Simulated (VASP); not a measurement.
Runs of VASP 6.6.1 on SnO. The structure is cubic, space group Pm-3m (No. 221). Conventional cell: a = 3.103 Å, b = 3.103 Å, c = 3.103 Å, α = 90.00°, β = 90.00°, γ = 90.00°. Sn (site symmetry m-3m) has 8 O at 2.69 Å and 6 Sn at 3.10 Å within 3.5 Å. O (site symmetry m-3m) has 8 Sn at 2.69 Å and 6 O at 3.10 Å within 3.5 Å. 

| level | k mesh | smearing | grid for exact exchange (PRECFOCK) | share of exact exchange | screening parameter | gap on the mesh (eV) | pressure (GPa) |
| --- | --- | --- | --- | --- | --- | --- | --- |
| PBE-based screened hybrid with 5 % exact exchange | 4 × 4 × 4 | gaussian 0.01 eV | Normal | 0.05 | 0.1 1/Å | (c) | 2.3 |
| r2SCAN | 6 × 6 × 6 | gaussian 0.01 eV | - | - | - | 0.35 | 0.3 |
| PBE-based screened hybrid with 20 % exact exchange | 4 × 4 × 4 | gaussian 0.01 eV | Normal | 0.2 | 0.2078 1/Å | (a) | -0.1 |
| r2SCAN+D4 | 6 × 6 × 6 | gaussian 0.01 eV | - | - | - | 0.35 | -0.5 |
| r2SCAN | 6 × 6 × 6 | fermi-dirac 0.05 eV | - | - | - | 0.35 | 0.3 |
| HSE06 | 4 × 4 × 4 | methfessel-paxton 0.144 eV | Normal | 0.25 | 0.2079 1/Å | (b) | -0.9 |
| PBE-based screened hybrid with 75 % exact exchange | 4 × 4 × 4 | gaussian 0.01 eV | Normal | 0.75 | 0.3 1/Å | 0.77 | -7.0 |

Alike in all rows: task single point; potentials or basis VASP PAW PBE potentials, release 64 (Sn_d, O); no spin polarisation; cell as given; cutoff (eV) 520.

Estimate the missing entries.

(a) 1.01; (b) 1.15; (c) 0.67.

Caveats: some runs use coarse meshes; the PAW data sets were made with another functional, which shifts forces and pressure a little; spin-orbit coupling is left out, which moves the levels of the heavy elements.

A k mesh can miss the band edges, and the runs leave out spin-orbit coupling on Sn.
